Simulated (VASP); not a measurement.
A run of VASP 6.6.1 is set up as follows.

File INCAR:

```
SYSTEM = LiPr3N2
PREC = Accurate
ENCUT = 750
EDIFF = 1E-6
ISMEAR = 0
SIGMA = 0.2
LREAL = .FALSE.
LASPH = .TRUE.
NELM = 200
ALGO = Normal
ISIF = 2
LWAVE = .FALSE.
LCHARG = .TRUE.
GGA = PE
LELF = .TRUE.
LVHAR = .TRUE.
NBANDS = 32
GGA_COMPAT = .FALSE.
LMAXMIX = 6
```

KPOINTS

```
Automatic mesh
0
G
  3 3 3
  0 0 0
```

Contents of POSCAR:

```
LiPr3N2
1.0
    5.1499353790      0.0000000000      0.0000000000
    0.0000000000      5.1499353790      0.0000000000
    0.0000000000      0.0000000000      4.9206658300
Li Pr N
1 3 2
Direct
    0.5000000000      0.5000000000      0.3022160337
    0.5000000000      0.0000000000      0.8022406913
    0.0000000000      0.5000000000      0.8022406913
    0.0000000000      0.0000000000      1.3022262112
    0.5000000000      0.0000000000      0.3023298413
    0.0000000000      0.5000000000      0.3023298413
```

Potentials or basis: VASP PAW PBE potentials, release 64 (Li_sv, Pr_3, N), 4f in core.

Run with:

```bash
$ cat potpaw_PBE.64/Li_sv/POTCAR potpaw_PBE.64/Pr_3/POTCAR potpaw_PBE.64/N/POTCAR > POTCAR
$ mpirun -np 1 vasp_std > vasp.out
```

Q: Estimate the pressure.

A: 0.0 GPa.

Q: Estimate the band gap on the k mesh.

A: Zero (bands 23 and 24 overlap by 0.48 eV).

Caveat: the k points lie up to 0.43 Å⁻¹ apart; spin-orbit coupling is left out, which moves the levels of the heavy elements; the 4f electrons are frozen in the core, so they carry no moment and show no levels; the run has no spin polarisation, though such a crystal can be magnetic. With open d or f shells a metallic result of PBE can be an artefact of self-interaction; +U or a hybrid may open a gap.
